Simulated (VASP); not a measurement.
A run of VASP 6.6.1 is set up as follows.

Contents of INCAR:

```
  ALGO = Normal
  EDIFF = 1E-6
  ENCUT = 520
  GGA = PE
  ISIF = 2
  ISMEAR = 1
  LASPH = T
  LCHARG = F
  LREAL = F
  LWAVE = F
  NBANDS = 13
  NELM = 60
  PREC = Accurate
  SIGMA = 0.1
```

The input KPOINTS:

```
k-points
0
Gamma
  35 35 35
```

The input POSCAR:

```
W
1.0
   -1.5919371280      1.5919371280      1.5919371280
    1.5919371280     -1.5919371280      1.5919371280
    1.5919371280      1.5919371280     -1.5919371280
W
1
Direct
    0.0000000000      0.0000000000      0.0000000000
```

Potentials or basis: VASP PAW PBE potentials, release 64 (W_sv).

Launch:

```sh
$ cat potpaw_PBE.64/W_sv/POTCAR > POTCAR
$ mpirun -np 1 vasp_std > vasp.out
```

Problem. Predict the pressure.

Solution. 0.4 GPa.

Problem. What does it give for the band gap on the k mesh?

Solution. Zero (bands 7 and 8 overlap by 6.13 eV).

Caveat: spin-orbit coupling is left out, which moves the levels of the heavy elements.
